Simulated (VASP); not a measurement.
A run of VASP 6.6.1 is set up as follows.

Contents of INCAR:

```
SYSTEM = Ru
ALGO = Normal
EDIFF = 1E-6
ENCUT = 520
GGA = CA
ISIF = 2
ISMEAR = -1
LASPH = .TRUE.
LCHARG = .TRUE.
LELF = .TRUE.
LREAL = .FALSE.
LVHAR = .TRUE.
LWAVE = .FALSE.
NBANDS = 21
NELM = 80
PREC = Accurate
SIGMA = 0.05
```

File KPOINTS:

```
k-points
0
G
  11 11 6
  0 0 0
```

Contents of POSCAR:

```
Ru
1.0
    2.6732581370      0.0000000000      0.0000000000
   -1.3366290685      2.3151094575      0.0000000000
    0.0000000000      0.0000000000      4.2297277235
Ru
2
Direct
    0.6666666667      0.3333333333      0.7500000000
    0.3333333333      0.6666666667      0.2500000000
```

Potentials or basis: VASP PAW LDA potentials, release 64 (Ru_pv).

Run with:

```console
$ cat potpaw_LDA.64/Ru_pv/POTCAR > POTCAR
$ mpirun -np 1 vasp_std > vasp.out
```

(1) Predict the pressure.

(2) Estimate the band gap on the k mesh.

## Answers

(1) 1.0 GPa.

(2) zero (bands 14 and 15 overlap by 3.26 eV).
